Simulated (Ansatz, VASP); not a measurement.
**PtSe2 in VASP and in Ansatz**

```xyz
3
Lattice="3.7240 0.0000 0.0186 -1.8620 3.2251 -0.0093 0.0253 0.0000 5.0620" Properties=species:S:1:pos:R:3 pbc="T T T"
Pt    0.0000    0.0000    0.0000
Se    0.0063    2.1501    1.2655
Se    1.8810    1.0750    3.8058
```

Change from the starting cell: strain +0.0100 x Voigt [0, 0, 0, 0, 1, 0], atoms carried along.

Alike in both runs: task single point; functional PBE; k mesh 12 × 12 × 10; occupations gaussian, width 0.15 eV; no spin polarisation.

|  | VASP | Ansatz |
| --- | --- | --- |
| version | VASP 6.6.1 | Ansatz 0.2.0 |
| potentials or method | VASP PAW PBE potentials, release 64 (Pt, Se), cutoff 520 eV | scalar-relativistic, plane waves, PAW |
| valence electrons in the cell | 22 | 50 |

|  | VASP | Ansatz | Ansatz less VASP |
| --- | --- | --- | --- |
| gap on the k mesh at the Fermi level (eV) | none | none | - |
| pressure (GPa) | 7.3 | 7.3 | +0.01 |
| traceless stress, the component that is largest in VASP (GPa) | -1.34 | -1.33 | +0.010 |
| rms of the force components (eV/Å) | 0.277 | 0.274 | -0.0027 |

Atom by atom the forces differ by 0.003 eV/Å (rms over components). A gap of «none» marks a metal or a gap that the smearing closes. With one functional, cell and mesh, what is left measures potentials, basis and numerics. VASP's potentials hold 22 valence electrons a cell and Ansatz's 50, so a difference there can come from the potentials and not from the codes.

Neither program's run includes spin-orbit coupling.
